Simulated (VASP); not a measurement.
A run of VASP 6.6.1:

The input INCAR:

```
PREC = Accurate
ENCUT = 520
EDIFF = 1E-6
ISMEAR = -1
SIGMA = 0.1
LREAL = False
LASPH = True
NELM = 100
ALGO = Normal
ISIF = 2
LWAVE = False
LCHARG = False
GGA = PS
NBANDS = 20
```

Contents of KPOINTS:

```
Automatic mesh
0
Gamma
  11 11 15
```

Contents of POSCAR:

```
Ir
1.0
    4.3342820521      0.0000000000      0.0000000000
   -2.1671410260      3.7535983643      0.0000000000
    0.0000000000      0.0000000000      2.6734395900
Ir
3
Direct
    0.0000000000      0.0000000000      0.0000000000
    0.3333333333      0.6666666667      0.5000000000
    0.6666666667      0.3333333333      0.5000000000
```

Potentials or basis: VASP PAW PBE potentials, release 64 (Ir).

Launch:

```sh
$ cat potpaw_PBE.64/Ir/POTCAR > POTCAR
$ mpirun -np 1 vasp_std > vasp.out
```

Hardware: 1 thread of Intel(R) Xeon(R) 6975P-C (Granite Rapids) (shared host).

Task: How long does it take, and how much memory?

Result: It took 30 s on 1 thread of Intel(R) Xeon(R) 6975P-C (Granite Rapids), on a shared host, peak memory 0.21 GiB. Counts: scf iterations 12, k points 128.
